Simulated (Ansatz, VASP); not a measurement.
# One calculation of NbSnSe4, two programs

```
CELL_PARAMETERS angstrom
6.77539 0.00000 0.00626
0.00000 3.82912 0.00000
0.00632 0.00000 6.46030
ATOMIC_POSITIONS crystal
Nb 0.00000 0.00000 0.00000
Sn 0.50000 0.50000 0.00000
Se 0.69543 0.00000 0.76218
Se 0.30457 0.00000 0.23782
Se 0.15550 0.50000 0.76683
Se 0.84450 0.50000 0.23317
```

Alike in both runs: functional PBE; k mesh 2 × 3 × 2; occupations gaussian, width 0.15 eV; no spin polarisation.

Ansatz relaxed the structure, and its values are those at the end. VASP's run is a single point on that final structure, the one shown.

|  | VASP | Ansatz |
| --- | --- | --- |
| version | VASP 6.6.1 | Ansatz 0.2.0 |
| potentials or method | VASP PAW PBE potentials, release 64 (Nb_sv, Sn_d, Se), cutoff 500 eV | scalar-relativistic, plane waves, PAW |
| valence electrons in the cell | 51 | 91 |

VASP gave:

| Property | Result |
| --- | --- |
| gap on the k mesh at the Fermi level (eV) | none |
| pressure (GPa) | -0.1 |
| rms of the force components (eV/Å) | 0.023 |

Q: What did Ansatz give for the same quantities?

A: gap on the k mesh at the Fermi level (eV): none; pressure (GPa): -0.1; rms of the force components (eV/Å): 0.025.

A gap of «none» marks a metal or a gap that the smearing closes. VASP's potentials hold 51 valence electrons a cell and Ansatz's 91, so a difference there can come from the potentials and not from the codes.

The k mesh is coarse, so the values compare programs but aren't converged.
